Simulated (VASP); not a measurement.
Wanted: the native input for a VASP 6.6.1 run.

```
Task                   : single point
Functional             : PBE
Potentials or basis    : VASP PAW PBE potentials, release 64 (Al)
Cutoff                 : 520 eV
k mesh                 : 13 × 13 × 4
Occupations            : fermi-dirac, width 0.1 eV
Spin                   : no spin polarisation
Dipole correction      : no
Further INCAR settings : ALGO = Normal; EDIFF = 1e-07; NBANDS = 14
```

The structure of Al lies in POSCAR:

```
Al
1.0
    2.8445216588      0.0000000000      0.0000000000
   -1.4222608294      2.4634280181      0.0000000000
    0.0000000000      0.0000000000      9.4540970041
Al
4
Direct
    0.0000000000      0.0000000000      1.0000000000
    0.0000000000      0.0000000000      0.5000000000
    0.3333333333      0.6666666667      0.2500000000
    0.6666666667      0.3333333333      0.7500000000
```

This isn't the form of Al at room conditions, which is fcc.

One way to write it, as run:

INCAR

```
SYSTEM = Al
PREC = Accurate
ENCUT = 520
EDIFF = 1E-7
ISMEAR = -1
SIGMA = 0.1
LREAL = .False.
LASPH = .True.
NELM = 80
ALGO = Normal
ISIF = 2
LWAVE = .False.
LCHARG = .False.
GGA = PE
NBANDS = 14
```

KPOINTS

```
regular mesh
0
Gamma
  13 13 4
  0 0 0
```

Potentials or basis: VASP PAW PBE potentials, release 64 (Al).

Command:

```sh
$ cat potpaw_PBE.64/Al/POTCAR > POTCAR
$ mpirun -np 1 vasp_std > vasp.out
```

Results of the run:

```
Pressure               : 0.0 GPa
Band gap on the k mesh : zero (bands 6 and 7 overlap by 4.96 eV)
```

Run time: 26 s on 1 thread of AMD EPYC 9R45 96-Core Processor (Zen 5), with other jobs on the host, peak memory 0.17 GiB.
